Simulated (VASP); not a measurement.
# Sb3Au (I4/mmm) in VASP: electric field gradients with LDA

Aim: the electric field gradients of Sb3Au with LDA.

All numbers are computed with VASP 6.6.1; they aren't measurements. Logs are shortened: lines on timing, memory, paths and dates and some standing lists are left out, and cuts for length are marked.

### Step 1. The cell of the first run

The structure is tetragonal, space group I4/mmm (No. 139). Conventional cell: a = 5.958 Å, b = 5.958 Å, c = 6.080 Å, α = 90.00°, β = 90.00°, γ = 90.00°. Within 3.9 Å of Sb (site symmetry mmm) lie 4 Sb at 2.98 to 3.04 Å and 2 Au at 2.98 Å. Sb (site symmetry 4/mmm) has 4 Sb at 2.98 Å and 2 Au at 3.04 Å within 3.9 Å. Au (site symmetry 4/mmm) has 6 Sb at 2.98 to 3.04 Å within 3.9 Å.

### Step 2. Electric field gradients, LDA (equal xx and yy strain of -2 %)

INCAR reads:

```
SYSTEM = Sb3Au
PREC = Accurate ; ENCUT = 520
EDIFF = 1E-8 ; ISMEAR = -1
SIGMA = 0.05 ; LREAL = .False.
LASPH = .True. ; NELM = 60
ALGO = Normal ; ISIF = 2
LWAVE = .False. ; LCHARG = .False.
LEFG = .True. ; NBANDS = 21
```

KPOINTS reads:

```
Automatic mesh
0
Gamma
  10 10 10
  0 0 0
```

POSCAR reads:

```
Sb3Au
1.0
   -2.9792000000      2.9792000000      3.0400000000
    2.9792000000     -2.9792000000      3.0400000000
    2.9792000000      2.9792000000     -3.0400000000
Sb Au
3 1
Direct
    0.0000000000      0.5000000000      0.5000000000
    0.5000000000      0.0000000000      0.5000000000
    0.5000000000      0.5000000000      0.0000000000
    0.0000000000      0.0000000000      0.0000000000
```

Potentials or basis: VASP PAW LDA potentials, release 64 (Sb, Au).

The run is started by

```bash
$ cat potpaw_LDA.64/Sb/POTCAR potpaw_LDA.64/Au/POTCAR > POTCAR
$ mpirun -np 1 vasp_std > vasp.out
```

OUTCAR:

```text
SYSTEM = Sb3Au
   PREC = Accurate
   ENCUT = 520
   EDIFF = 1E-8
   ISMEAR = -1
   LREAL = .False.
   LASPH = .True.
   NELM = 60
   ISIF = 2

 ion  position               nearest neighbor table
   1  0.000  0.500  0.500-   3 2.98   4 2.98   4 2.98   3 2.98   2 3.04   2 3.04
   2  0.500  0.000  0.500-   3 2.98   4 2.98   3 2.98   4 2.98   1 3.04   1 3.04
   3  0.500  0.500  0.000-   1 2.98   2 2.98   2 2.98   1 2.98   4 3.04   4 3.04
   4  0.000  0.000  0.000-   1 2.98   2 2.98   1 2.98   2 2.98   3 3.04   3 3.04

  LATTYP: Found a body centered tetragonal cell.
 ALAT       =     5.9584000000
 C/A-ratio  =     1.0204081633

  Lattice vectors:

 A1 = (  -2.9792000000,   2.9792000000,   3.0400000000)
 A2 = (   2.9792000000,  -2.9792000000,   3.0400000000)
 A3 = (   2.9792000000,   2.9792000000,  -3.0400000000)

Analysis of symmetry for initial positions (statically):
=====================================================================
 Subroutine PRICEL returns:
 Original cell was already a primitive cell.

 Routine SETGRP: Setting up the symmetry group for a
 body centered tetragonal supercell.

 Subroutine GETGRP returns: Found 16 space group operations
 (whereof 16 operations were pure point group operations)
 out of a pool of 16 trial point group operations.

The static configuration has the point symmetry D_4h.

Analysis of symmetry for dynamics (positions and initial velocities):
=====================================================================
 Subroutine PRICEL returns:
 Original cell was already a primitive cell.

 Routine SETGRP: Setting up the symmetry group for a
 body centered tetragonal supercell.

 Subroutine GETGRP returns: Found 16 space group operations
 (whereof 16 operations were pure point group operations)
 out of a pool of 16 trial point group operations.

The dynamic configuration has the point symmetry D_4h.

 Subroutine INISYM returns: Found 16 space group operations
 (whereof 16 operations are pure point group operations),
 and found     1 'primitive' translations

----------------------------------------------------------------------------------------

                                     Primitive cell

  volume of cell :     107.9277

  direct lattice vectors                    reciprocal lattice vectors
    -2.979200000  2.979200000  3.040000000     0.000000000  0.167830290  0.164473684
     2.979200000 -2.979200000  3.040000000     0.167830290  0.000000000  0.164473684
     2.979200000  2.979200000 -3.040000000     0.167830290  0.167830290  0.000000000

  length of vectors
     5.195465839  5.195465839  5.195465839     0.234986381  0.234986381  0.237347872

  position of ions in fractional coordinates (direct lattice)
     0.000000000  0.500000000  0.500000000
     0.500000000  0.000000000  0.500000000
     0.500000000  0.500000000  0.000000000
     0.000000000  0.000000000  0.000000000

  ion indices of the primitive-cell ions
   primitive index   ion index
                 1           1
                 2           2
                 3           3
                 4           4

----------------------------------------------------------------------------------------

 KPOINTS: Automatic mesh

Automatic generation of k-mesh.
 Grid dimensions read from file:
 generate k-points for:   10   10   10

 Generating k-lattice:

  Cartesian coordinates                     Fractional coordinates (reciprocal lattice)
     0.000000000  0.016783029  0.016447368     0.100000000  0.000000000 -0.000000000
     0.016783029  0.000000000  0.016447368     0.000000000  0.100000000 -0.000000000
     0.016783029  0.016783029  0.000000000     0.000000000  0.000000000  0.100000000

  Length of vectors
     0.023498638  0.023498638  0.023734787

  Shift w.r.t. Gamma in fractional coordinates (k-lattice)
     0.000000000  0.000000000  0.000000000

 Subroutine IBZKPT returns following result:
 ===========================================

 Found    102 irreducible k-points:

 Following reciprocal coordinates:
            Coordinates               Weight
  0.000000  0.000000  0.000000      1.000000
  0.100000  0.000000  0.000000      8.000000
  0.200000  0.000000  0.000000      8.000000
  0.300000  0.000000  0.000000      8.000000
  0.400000  0.000000  0.000000      8.000000
  0.500000 -0.000000  0.000000      4.000000
[... 16 lines left out ...]
  0.300000  0.300000  0.000000      8.000000
  0.400000  0.300000  0.000000     16.000000
 [... further k-points ...]
   k-points           NKPTS =    102   k-points in BZ     NKDIM =    102   number of bands    NBANDS=     21
   number of dos      NEDOS =    301   number of ions     NIONS =      4
   total plane-waves  NPLWV =  64000
   dimension x,y,z NGX =    40 NGY =   40 NGZ =   40
   dimension x,y,z NGXF=    80 NGYF=   80 NGZF=   80
   ions per type =               3   1
   NGX,Y,Z   is equivalent  to a cutoff of  12.80, 12.80, 12.80 a.u.
   NGXF,Y,Z  is equivalent  to a cutoff of  25.60, 25.60, 25.60 a.u.
 SYSTEM =  Sb3Au
   PREC   = accura    normal or accurate (medium, high low for compatibility)
   ISTART =      0    job   : 0-new  1-cont  2-samecut
   ICHARG =      2    charge: 1-file 2-atom 10-const
   ISPIN  =      1    spin polarized calculation?
   LNONCOLLINEAR =      F non collinear calculations
   LSORBIT =      F    spin-orbit coupling
   LASPH  =      T    aspherical Exc in radial PAW
   ENCUT  =  520.0 eV  38.22 Ry    6.18 a.u.   9.66  9.66  9.66*2*pi/ulx,y,z
   NELM   =     60;   NELMIN=  2; NELMDL= -5     # of ELM steps
   EDIFF  = 0.1E-07   stopping-criterion for ELM
   LREAL  =      F    real-space projection
   EDIFFG = 0.1E-06   stopping-criterion for IOM
   NSW    =      0    number of steps for IOM
   IBRION =     -1    ionic relax: 0-MD 1-quasi-New 2-CG
   NFREE  =      0    steps in history (QN), initial steepest desc. (CG)
   ISIF   =      2    stress and relaxation
   ISYM   =      2    0-nonsym 1-usesym 2-fastsym
   POTIM  = 0.5000    time-step for ionic-motion
   TEBEG  =    0.0;   TEEND  =   0.0 temperature during run
   PSTRESS=    0.0 pullay stress
   NELECT =      26.0000    total number of electrons
   NUPDOWN=      -1.0000    fix difference up-down
   EMIN   =  10.00;   EMAX   =-10.00  energy-range for DOS
   EFERMI =   0.00;   METHOD = LEGACY
   ISMEAR =    -1;   SIGMA  =   0.05  broadening in eV -4-tet -1-fermi 0-gaus
   EFERMI_NEDOS =   21; number of points for ismear=-14 and -15
   IALGO  =     38    algorithm
   IMIX   =      4    mixing-type and parameters
     AMIX     =   0.40;   BMIX     =  1.00
     AMIX_MAG =   1.60;   BMIX_MAG =  1.00
  volume/ion in A,a.u.               =      26.98       182.08
  Fermi-wavevector in a.u.,A,eV,Ry     =   1.018642  1.924955 14.117839  1.037632
  Thomas-Fermi vector in A             =   2.152111
   LORBIT       =      0    0 simple, 1 ext, 2 COOP (PROOUT), +10 PAW based schemes
   GGA     = CA    functional components
   LHFCALC =     F    Hartree Fock is set to
   AEXX    =    0.0000 exact exchange contribution
   IVDW    =     0    specifies the selected vdW correction
   LEPSILON=     F    determine dielectric tensor
   LRPA    =     F    only Hartree local field effects (RPA)
 non-spin polarized calculation
  energy-cutoff  :      520.00
  volume of cell :      107.93
 maximum number of plane-waves:      2932
   NGX = 19   NGY = 19   NGZ = 19

 number of electron      25.9999997 magnetization

 Free energy of the ion-electron system (eV)
  ---------------------------------------------------
  ext. energy  EPLUGINS =         0.00000000
  ---------------------------------------------------
  free energy    TOTEN  =       -18.59286581 eV

  energy without entropy =      -18.57691893  energy(sigma->0) =      -18.58489237

 E-fermi :   7.0623     XC(G=0): -10.2785

 val. band max:        7.0546558918   @ k =  -0.3000   0.2000   0.0000
 cond. band min:       7.0627893063   @ k =   0.3000   0.2000   0.2000
 fundamental gap:      0.0081334145
 Fermi energy:         7.0623135836

 k-point     1 :       0.0000    0.0000    0.0000
  band No.  band energies     occupation
      1      -5.1041      2.00000
      2      -0.5128      2.00000
      3      -0.2939      2.00000
      4       3.0385      2.00000
      5       3.0682      2.00000
      6       3.0682      2.00000
[... 550 lines left out ...]
      5       2.4241      2.00000
      6       2.5077      2.00000
[... 13 lines left out ...]
     20      12.8922      0.00000
     21      13.7822      0.00000

 [... further k-points ...]
[... 5 lines left out ...]
  --------------------------------------------------------------------------------------
  -------------------------------------------------------------------------------------
  Total       -3.4675935     -3.4675935     -4.7580465      0.0000000      0.0000000      0.0000000
  in kB      -51.4761283    -51.4761283    -70.6327919      0.0000000      0.0000000      0.0000000
  external PRESSURE =     -57.8616828 kB  Pullay stress =       0.0000000 kB

 VOLUME and BASIS-vectors are now :
 -----------------------------------------------------------------------------
  energy-cutoff  :      520.00
  volume of cell :      107.93
      direct lattice vectors                 reciprocal lattice vectors
    -2.979200000  2.979200000  3.040000000     0.000000000  0.167830290  0.164473684
     2.979200000 -2.979200000  3.040000000     0.167830290  0.000000000  0.164473684
     2.979200000  2.979200000 -3.040000000     0.167830290  0.167830290  0.000000000

 POSITION                                       TOTAL-FORCE (eV/Angst)
 -----------------------------------------------------------------------------------
      2.97920      0.00000      0.00000         0.000000      0.000000     -0.000000
      0.00000      2.97920      0.00000        -0.000000     -0.000000      0.000000
      0.00000      0.00000      3.04000        -0.000000      0.000000      0.000000
      0.00000      0.00000      0.00000         0.000000     -0.000000      0.000000
 -----------------------------------------------------------------------------------
    total drift:                               -0.000000      0.000000      0.000000

  FREE ENERGIE OF THE ION-ELECTRON SYSTEM (eV)
  ---------------------------------------------------
  free  energy   TOTEN  =       -18.5928658066 eV

  energy  without entropy=      -18.5769189329  energy(sigma->0) =      -18.58489237

 Electric field gradients (V/A^2)
---------------------------------------------------------------------
 ion       V_xx      V_yy      V_zz      V_xy      V_xz      V_yz
---------------------------------------------------------------------
   1     -13.988     1.957    12.032     0.000     0.000     0.000
   2       1.957   -13.988    12.032     0.000     0.000     0.000
   3      -4.907    -4.907     9.815     0.000     0.000     0.000
   4     -12.408   -12.408    24.817    -0.001    -0.001    -0.001
---------------------------------------------------------------------

 Electric field gradients after diagonalization (V/A^2)
 (convention: |V_zz| > |V_xx| > |V_yy|)
----------------------------------------------------------------------
 ion       V_xx      V_yy      V_zz     asymmetry (V_yy - V_xx)/ V_zz
----------------------------------------------------------------------
   1      12.032     1.957   -13.988       0.720
   2      12.032     1.957   -13.988       0.720
   3      -4.908    -4.907     9.815       0.000
   4     -12.409   -12.408    24.817       0.000
----------------------------------------------------------------------

           NMR quadrupolar parameters

 Cq : quadrupolar parameter    Cq=e*Q*V_zz/h
 eta: asymmetry parameters     (V_yy - V_xx)/ V_zz
 Q  : nuclear electric quadrupole moment in mb (millibarn)
----------------------------------------------------------------------
 ion       Cq(MHz)       eta       Q (mb)
----------------------------------------------------------------------
   1      -0.034       0.720       1.000
   2      -0.034       0.720       1.000
   3       0.024       0.000       1.000
   4       0.060       0.000       1.000
----------------------------------------------------------------------
```

Run time: 6.4 min. Hardware: 1 thread of AMD EPYC 7R13, shared host; peak memory 0.32 GiB.

What came out:

```yaml
Free_energy: -18.5929 eV
Pressure: -5.8 GPa
Band_gap_on_the_k_mesh: zero (band 13 reaches 8.28 eV, above the bottom of band 14 at 5.49 eV)
```

Stress tensor (GPa, compression positive):
```
-5.15  0.00  0.00
 0.00 -5.15  0.00
 0.00  0.00 -7.06
```

Electric field gradients, principal values (V/Å²):
```
atom    least   middle  greatest (by size)
1 Sb    1.957   12.032             -13.988
2 Sb    1.957   12.032             -13.988
3 Sb   -4.907   -4.908               9.815
4 Au  -12.408  -12.409              24.817
```

Caveat: the cell differs from its parent crystal (equal xx and yy strain of -2 %); without QUAD_EFG the Cq values of the log hold for a quadrupole moment of 1 mb, not for the nuclei; spin-orbit coupling is left out, which moves the levels of the heavy elements.
